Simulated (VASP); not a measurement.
# PbF2 (Fm-3m) in VASP: further runs, part 2 of 2

VASP 6.6.1. Earlier steps stand in the parts before.

**3. Phonons, r2SCAN**

INCAR

```
ALGO     = Normal         # electronic algorithm
EDIFF    = 1E-8           # SCF threshold, eV
ENCUT    = 520            # plane-wave cutoff, eV
IBRION   = 6              # ionic algorithm
ISIF     = 2              # what is computed and relaxed
ISMEAR   = 0              # smearing method
LASPH    = T              # aspherical terms in the spheres
LCHARG   = T              # write CHGCAR
LMIXTAU  = T            
LREAL    = F              # projectors in reciprocal space
LWAVE    = F              # write WAVECAR
METAGGA  = R2SCAN         # meta-GGA
NBANDS   = 21             # bands
NELM     = 60             # most SCF steps
NFREE    = 2            
NSW      = 1              # ionic steps
POTIM    = 0.015          # step
PREC     = Accurate       # precision mode
SIGMA    = 0.01           # smearing width, eV
```

KPOINTS

```
k-points
0
Gamma
  8 8 8
```

POSCAR

```
PbF2
1.0
    0.0000000000      2.9604574666      2.9604574666
    2.9604574666      0.0000000000      2.9604574666
    2.9604574666      2.9604574666      0.0000000000
Pb F
1 2
Direct
    0.0000000000      0.0000000000      0.0000000000
    0.2500000000      0.2500000000      0.2500000000
    0.7500000000      0.7500000000      0.7500000000
```

Potentials or basis: VASP PAW PBE potentials, release 64 (Pb_d, F).

Run with:

```bash
> cat potpaw_PBE.64/Pb_d/POTCAR potpaw_PBE.64/F/POTCAR > POTCAR
> mpirun -np 1 vasp_std > vasp.out
```

OUTCAR:

```text
EDIFF = 1E-8
   ENCUT = 520
   IBRION = 6
   ISIF = 2
   ISMEAR = 0
   LASPH = T
   LREAL = F
   METAGGA = R2SCAN
   NELM = 60
   NFREE = 2
   NSW = 1
   POTIM = 0.015
   PREC = Accurate

 ion  position               nearest neighbor table
   1  0.000  0.000  0.000-   3 2.56   3 2.56   3 2.56   2 2.56   3 2.56   2 2.56   2 2.56   2 2.56

   2  0.250  0.250  0.250-   1 2.56   1 2.56   1 2.56   1 2.56
   3  0.750  0.750  0.750-   1 2.56   1 2.56   1 2.56   1 2.56

  LATTYP: Found a face centered cubic cell.
 ALAT       =     5.9209149332

  Lattice vectors:
[... 967 lines left out ...]

 INTERNAL STRAIN TENSOR FOR ION    3 for displacements in x,y,z  (eV/Angst):
          X           Y           Z          XY          YZ          ZX
  --------------------------------------------------------------------------------
  x     0.00000     0.00000     0.00000     0.00000     2.89194     0.00000
  y     0.00000     0.00000     0.00000     0.00000     0.00000     2.89194
  z     0.00000     0.00000     0.00000     2.89194     0.00000     0.00000

 Eigenvectors and eigenvalues of the dynamical matrix
 ----------------------------------------------------

   1 f  =    7.545008 THz    47.406685 2PiTHz  251.674382 cm-1    31.203633 meV
             X         Y         Z           dx          dy          dz
      0.000000  0.000000  0.000000    -0.000000   -0.000000   -0.000000
      1.480229  1.480229  1.480229    -0.054929   -0.704970    0.000000
      4.440686  4.440686  4.440686     0.054929    0.704970    0.000000
[... 43 lines left out ...]
   9 f/i=    0.008138 THz     0.051133 2PiTHz    0.271459 cm-1     0.033657 meV
             X         Y         Z           dx          dy          dz
      0.000000  0.000000  0.000000     0.012880    0.031204    0.919581
      1.480229  1.480229  1.480229     0.003874    0.009386    0.276610
      4.440686  4.440686  4.440686     0.003874    0.009386    0.276610

 ELASTIC MODULI CONTR FROM IONIC RELAXATION (kBar)
 Direction    XX          YY          ZZ          XY          YZ          ZX
 --------------------------------------------------------------------------------
 XX           0.0000      0.0000      0.0000      0.0000      0.0000      0.0000
 YY           0.0000      0.0000      0.0000      0.0000      0.0000      0.0000
 ZZ           0.0000      0.0000      0.0000      0.0000      0.0000      0.0000
 XY           0.0000      0.0000      0.0000   -116.7039     -0.0000     -0.0000
 YZ           0.0000      0.0000      0.0000     -0.0000   -116.7039     -0.0000
 ZX           0.0000      0.0000      0.0000     -0.0000     -0.0000   -116.7039
 --------------------------------------------------------------------------------
```

OSZICAR:

```text
N       E                     dE             d eps       ncg     rms          rms(c)
DAV:   1     0.248492452570E+03    0.24849E+03   -0.14899E+04  1218   0.155E+03
DAV:   2    -0.519714525734E+02   -0.30046E+03   -0.28149E+03  1266   0.438E+02
DAV:   3    -0.793970741057E+02   -0.27426E+02   -0.27106E+02  1463   0.142E+02
[... 80 lines left out ...]
DAV:  11    -0.701615104915E+02   -0.15394E-05   -0.65334E-07  4270   0.864E-03    0.492E-04
DAV:  12    -0.701615105970E+02   -0.10554E-06   -0.10081E-07  4450   0.323E-03    0.318E-04
DAV:  13    -0.701615106329E+02   -0.35827E-07   -0.34506E-08  4325   0.211E-03    0.154E-04
DAV:  14    -0.701615106890E+02   -0.56164E-07   -0.15782E-08  3900   0.135E-03    0.612E-05
DAV:  15    -0.701615106933E+02   -0.42442E-08   -0.84035E-10  3055   0.275E-04
   5 F= -.70161511E+02 E0= -.70161511E+02  d E =-.438103E-19
```

stdout:

```text
POSCAR found type information on POSCAR PbF
 POSCAR found :  2 types and       3 ions
 scaLAPACK will be used
 -----------------------------------------------------------------------------
|                                                                             |
|                                                                             |
|     You enforced a specific xc type in the INCAR file but a different       |
|     I HOPE YOU KNOW WHAT YOU ARE DOING!                                     |
|                                                                             |
 -----------------------------------------------------------------------------

 LDA part: xc-table for (None), standard interpolation
 POSCAR, INCAR and KPOINTS ok, starting setup
 FFT: planning ... GRIDC
 FFT: planning ... GRID_SOFT
 FFT: planning ... GRID
 WAVECAR not read
 entering main loop
 Found     2 degrees of freedom:
 Finite differences POTIM= 0.01500 DOF=   2
 bond charge predicted
 Finite differences progress:
 bond charge predicted
 Finite differences progress:
 bond charge predicted
 Finite differences progress:
 bond charge predicted
 Finite differences progress:
```

Wall time 18 min (1 thread of Intel Xeon 8259CL, shared host); peak memory 0.31 GiB.

What came out:

```yaml
Highest_phonon_frequency_at_Γ_LO-TO_splitting_left_out: 252 cm⁻¹
```

Phonon frequencies in cm⁻¹ (negative: imaginary):
| q point | frequencies |
| --- | --- |
| (0.000, 0.000, 0.000) | 0 0 0 113 113 113 252 252 252 |

Caveat: the PAW data sets were made with another functional, which shifts forces and pressure a little; spin-orbit coupling is left out, which moves the levels of the heavy elements.

**4. Phonons, r2SCAN**

INCAR

```
SYSTEM = PbF2
PREC = Accurate
ENCUT = 520
EDIFF = 1E-8
ISMEAR = 0
SIGMA = 0.05
LREAL = .False.
LASPH = .True.
NELM = 60
ALGO = Normal
ISIF = 2
LWAVE = .False.
LCHARG = .False.
METAGGA = R2SCAN
LMIXTAU = .True.
IBRION = 6
NFREE = 2
POTIM = 0.015
NSW = 1
```

KPOINTS

```
Automatic mesh
0
Gamma
  8 8 8
  0 0 0
```

POSCAR is that of step 3.

Potentials or basis: VASP PAW PBE potentials, release 64 (Pb_d, F).

Run with:

```bash
> cat potpaw_PBE.64/Pb_d/POTCAR potpaw_PBE.64/F/POTCAR > POTCAR
> mpirun -np 1 vasp_std > vasp.out
```

OUTCAR:

```text
SYSTEM = PbF2
   PREC = Accurate
   ENCUT = 520
   EDIFF = 1E-8
   ISMEAR = 0
   LREAL = .False.
   LASPH = .True.
   NELM = 60
   ISIF = 2
   METAGGA = R2SCAN
   IBRION = 6
   NFREE = 2
   POTIM = 0.015
   NSW = 1

 ion  position               nearest neighbor table
   1  0.000  0.000  0.000-   3 2.56   3 2.56   3 2.56   2 2.56   3 2.56   2 2.56   2 2.56   2 2.56

   2  0.250  0.250  0.250-   1 2.56   1 2.56   1 2.56   1 2.56
   3  0.750  0.750  0.750-   1 2.56   1 2.56   1 2.56   1 2.56

  LATTYP: Found a face centered cubic cell.
 ALAT       =     5.9209149332

  Lattice vectors:

 A1 = (   0.0000000000,   2.9604574666,   2.9604574666)
 A2 = (   2.9604574666,   0.0000000000,   2.9604574666)
 A3 = (   2.9604574666,   2.9604574666,   0.0000000000)

Analysis of symmetry for initial positions (statically):
=====================================================================
 Subroutine PRICEL returns:
 Original cell was already a primitive cell.

 Routine SETGRP: Setting up the symmetry group for a
 face centered cubic supercell.

 Subroutine GETGRP returns: Found 48 space group operations
 (whereof 48 operations were pure point group operations)
 out of a pool of 48 trial point group operations.

The static configuration has the point symmetry O_h .

Analysis of symmetry for dynamics (positions and initial velocities):
=====================================================================
 Subroutine PRICEL returns:
 Original cell was already a primitive cell.

[... 312 lines left out ...]
  free energy    TOTEN  =       -70.16151069 eV

  energy without entropy =      -70.16151069  energy(sigma->0) =      -70.16151069

 E-fermi :   1.8480     XC(G=0): -10.0273

 val. band max:        1.5510770687   @ k =   0.5000   0.2500  -0.2500
 cond. band min:       6.4814183124   @ k =   0.5000   0.5000   0.0000
 fundamental gap:      4.9303412438
 Fermi energy:         1.8480154064

 k-point     1 :       0.0000    0.0000    0.0000
  band No.  band energies     occupation
      1     -20.8638      2.00000
      2     -20.2685      2.00000
      3     -13.3209      2.00000
      4     -13.3202      2.00000
      5     -13.3196      2.00000
      6     -13.2689      2.00000
[... 481 lines left out ...]
      5     -13.2419      2.00000
      6     -13.2103      2.00000
[... 10 lines left out ...]
     17       9.8249      0.00000
     18      12.7637      0.00000

 [... further k-points ...]

------------------------ aborting loop because EDIFF is reached ----------------------------------------

  FORCE on cell =-STRESS in cart. coord.  units (eV):
  Direction    XX          YY          ZZ          XY          YZ          ZX
  --------------------------------------------------------------------------------------
  -------------------------------------------------------------------------------------
  Total       -0.0218881     -0.0224497     -0.0224497      0.0000000      0.0433154      0.0000000
  in kB       -0.6757913     -0.6931294     -0.6931294      0.0000000      1.3373543      0.0000000
  external PRESSURE =      -0.6873500 kB  Pullay stress =       0.0000000 kB
[... 18 lines left out ...]
  FREE ENERGIE OF THE ION-ELECTRON SYSTEM (eV)
  ---------------------------------------------------
  free  energy   TOTEN  =       -70.1615106886 eV

  energy  without entropy=      -70.1615106886  energy(sigma->0) =      -70.16151069

 INTERNAL STRAIN TENSORS FROM DISPLACED ATOMS
 ============================================

 INTERNAL STRAIN TENSOR FOR ION    1 for displacements in x,y,z  (eV/Angst):
          X           Y           Z          XY          YZ          ZX
  --------------------------------------------------------------------------------
  x     0.00000     0.00000     0.00000     0.00000     0.00000     0.00000
  y     0.00000     0.00000     0.00000     0.00000     0.00000     0.00000
  z     0.00000     0.00000     0.00000     0.00000     0.00000     0.00000

 INTERNAL STRAIN TENSOR FOR ION    3 for displacements in x,y,z  (eV/Angst):
          X           Y           Z          XY          YZ          ZX
  --------------------------------------------------------------------------------
  x    -0.00000    -0.00000    -0.00000     0.00000     2.89178     0.00000
  y    -0.00000     0.00000    -0.00000     0.00000     0.00000     2.89178
  z    -0.00000    -0.00000    -0.00000     2.89178     0.00000     0.00000

 Eigenvectors and eigenvalues of the dynamical matrix
 ----------------------------------------------------

   1 f  =    7.543093 THz    47.394648 2PiTHz  251.610483 cm-1    31.195710 meV
             X         Y         Z           dx          dy          dz
      0.000000  0.000000  0.000000    -0.000000    0.000000    0.000000
      1.480229  1.480229  1.480229    -0.706910   -0.016692    0.000000
      4.440686  4.440686  4.440686     0.706910    0.016692    0.000000
[... 43 lines left out ...]
   9 f/i=    0.007355 THz     0.046214 2PiTHz    0.245344 cm-1     0.030419 meV
             X         Y         Z           dx          dy          dz
      0.000000  0.000000  0.000000     0.435083    0.494638   -0.642369
      1.480229  1.480229  1.480229     0.130956    0.148882   -0.193348
      4.440686  4.440686  4.440686     0.130956    0.148882   -0.193348

 ELASTIC MODULI CONTR FROM IONIC RELAXATION (kBar)
 Direction    XX          YY          ZZ          XY          YZ          ZX
 --------------------------------------------------------------------------------
 XX          -0.0000     -0.0000     -0.0000      0.0000      0.0000      0.0000
 YY          -0.0000     -0.0000     -0.0000      0.0000      0.0000     -0.0000
 ZZ          -0.0000     -0.0000     -0.0000      0.0000      0.0000      0.0000
 XY           0.0000      0.0000      0.0000   -116.7509      0.0000      0.0000
 YZ           0.0000      0.0000      0.0000      0.0000   -116.7509      0.0000
 ZX           0.0000     -0.0000      0.0000      0.0000      0.0000   -116.7509
 --------------------------------------------------------------------------------
```

stdout:

```text
POSCAR found type information on POSCAR PbF
 POSCAR found :  2 types and       3 ions
 scaLAPACK will be used
 -----------------------------------------------------------------------------
|                                                                             |
|                                                                             |
|     You enforced a specific xc type in the INCAR file but a different       |
|     I HOPE YOU KNOW WHAT YOU ARE DOING!                                     |
|                                                                             |
 -----------------------------------------------------------------------------

 LDA part: xc-table for (None), standard interpolation
 POSCAR, INCAR and KPOINTS ok, starting setup
 FFT: planning ... GRIDC
 FFT: planning ... GRID_SOFT
 FFT: planning ... GRID
 WAVECAR not read
 entering main loop
 Found     2 degrees of freedom:
 Finite differences POTIM= 0.01500 DOF=   2
 bond charge predicted
 Finite differences progress:
 bond charge predicted
 Finite differences progress:
 bond charge predicted
 Finite differences progress:
 bond charge predicted
 Finite differences progress:
```

It took 17 min on 1 thread of Intel Xeon 8259CL, shared host; peak memory 0.29 GiB.

What came out:

```
Highest phonon frequency at Γ, LO-TO splitting left out : 252 cm⁻¹
```

Phonon frequencies in cm⁻¹ (negative: imaginary):
```csv
q point,frequencies
"(0.000, 0.000, 0.000)",0 0 0 113 113 113 252 252 252
```

Caveat: the PAW data sets were made with another functional, which shifts forces and pressure a little; spin-orbit coupling is left out, which moves the levels of the heavy elements.
